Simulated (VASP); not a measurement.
Here is a VASP 6.6.1 calculation.

File INCAR:

```
SYSTEM = AlNi
PREC = Accurate ; ENCUT = 520
EDIFF = 1E-6 ; ISMEAR = -1
SIGMA = 0.05 ; LREAL = .False.
LASPH = .True. ; NELM = 150
ALGO = Fast ; ISIF = 2
LWAVE = .False. ; LCHARG = .False.
ISPIN = 2 ; MAGMOM = 1 0
LORBIT = 11 ; LMAXMIX = 4
GGA = RP ; NBANDS = 18
```

Contents of KPOINTS:

```
regular mesh
0
Gamma
  9 9 9
  0 0 0
```

File POSCAR:

```
AlNi
1.0
    2.9156065765      0.0000000000      0.0000000000
    0.0000000000      2.9156065765      0.0000000000
    0.0000000000      0.0000000000      2.9156065765
Ni Al
1 1
Direct
    0.5000000000      0.5000000000      0.5000000000
    0.0000000000      0.0000000000      0.0000000000
```

Potentials or basis: VASP PAW PBE potentials, release 64 (Ni, Al).

The run is started by

```console
$ cat potpaw_PBE.64/Ni/POTCAR potpaw_PBE.64/Al/POTCAR > POTCAR
$ mpirun -np 1 vasp_std > vasp.out
```

Question: Predict the pressure.

Answer: 0.0 GPa.

Question: What does it give for the net moment?

Answer: 0.00 μB per cell.

Caveat: the PAW data sets were made with another functional, which shifts forces and pressure a little.
